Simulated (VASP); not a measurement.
LiF: relaxation of shape and atoms at fixed volume with PBE

Crystal: LiF.

```
Li F
1.0
     4.70559    0.00000    0.00000
    -2.35280    4.07516    0.00000
     0.00000    0.00000    2.78742
Li F
3 3
Direct
  0.62201 0.62201 0.00000
  0.37799 0.00000 0.33333
  0.00000 0.37799 0.66667
  0.00000 0.63722 0.16667
  0.36278 0.36278 0.50000
  0.63722 0.00000 0.83333
```

| Property | Result |
| --- | --- |
| Program | VASP 6.6.1 |
| Task | relaxation of shape and atoms at fixed volume |
| Functional | PBE |
| Potentials or basis | VASP PAW PBE potentials, release 64 (Li_sv, F) |
| Cutoff | 600 eV |
| k mesh | 6 × 6 × 8 |
| Occupations | gaussian, width 0.02 eV |
| Spin | no spin polarisation |
| Dipole correction | no |
| Further INCAR settings | ALGO = Normal; EDIFF = 1e-06; IBRION = 2; EDIFFG = -0.01; NSW = 50; ISIF = 4 |

* Energy gained by relaxing: 0.1 meV/atom
* Ionic steps: 3
* Pressure after relaxing: 8.3 GPa
* Largest force after relaxing: 0.009 eV/Å
* Band gap on the k mesh: 8.26 eV

Forces on the atoms (eV/Å):
```
Li  -0.004 -0.007  0.000
Li   0.009  0.000  0.000
Li  -0.004  0.007  0.000
F    0.002 -0.004  0.000
F    0.002  0.004  0.000
F   -0.005  0.000  0.000
```

Stress tensor (GPa, compression positive):
```
8.40 0.00 0.00
0.00 8.40 0.00
0.00 0.00 8.18
```

Step by step:
| step | energy change (eV) | largest force (eV/Å) | pressure (GPa) | volume (Å³) |
| --- | --- | --- | --- | --- |
| 1 | 0.0000 | 0.0334 | 8.41 | 53.45 |
| 2 | -0.0002 | 0.0226 | 8.38 | 53.45 |
| 3 | -0.0005 | 0.0085 | 8.33 | 53.45 |

Final structure:
```
CELL_PARAMETERS angstrom
4.71075 0.00000 0.00000
-2.35538 4.07963 0.00000
0.00000 0.00000 2.78131
ATOMIC_POSITIONS crystal
Li 0.62239 0.62239 0.00000
Li 0.37761 0.00000 0.33333
Li 0.00000 0.37761 0.66667
F 0.00000 0.63849 0.16667
F 0.36151 0.36151 0.50000
F 0.63849 0.00000 0.83333
```

Levels at points of the mesh, in eV from the valence-band top:
| k point | band 11 | band 12 | band 13 | band 14 | band 15 | band 16 | band 17 | band 18 | band 19 |
| --- | --- | --- | --- | --- | --- | --- | --- | --- | --- |
| (0.00, 0.00, 0.00) | -0.41 | -0.41 | -0.14 | -0.14 | 0.00 | 8.26 | 13.41 | 13.52 | 14.00 |
| (0.50, 0.00, 0.00) | -0.79 | -0.59 | -0.21 | -0.11 | -0.08 | 9.91 | 10.76 | 11.62 | 15.06 |
| (0.00, 0.00, 0.50) | -1.60 | -1.18 | -0.71 | -0.71 | -0.20 | 11.37 | 11.37 | 14.62 | 14.62 |
| (0.50, 0.00, 0.50) | -1.38 | -0.89 | -0.82 | -0.58 | -0.25 | 11.74 | 11.96 | 13.24 | 14.21 |

Run time: 2.4 min on 1 thread of Oxide Virtual Turin-like Processor, on a shared host, peak memory 0.17 GiB.

Caveat: the cutoff is under 1.25 times the usual one of these potentials, so pressure, stress and relaxed cells hold a basis-set (Pulay) error. A k mesh can miss the band edges.
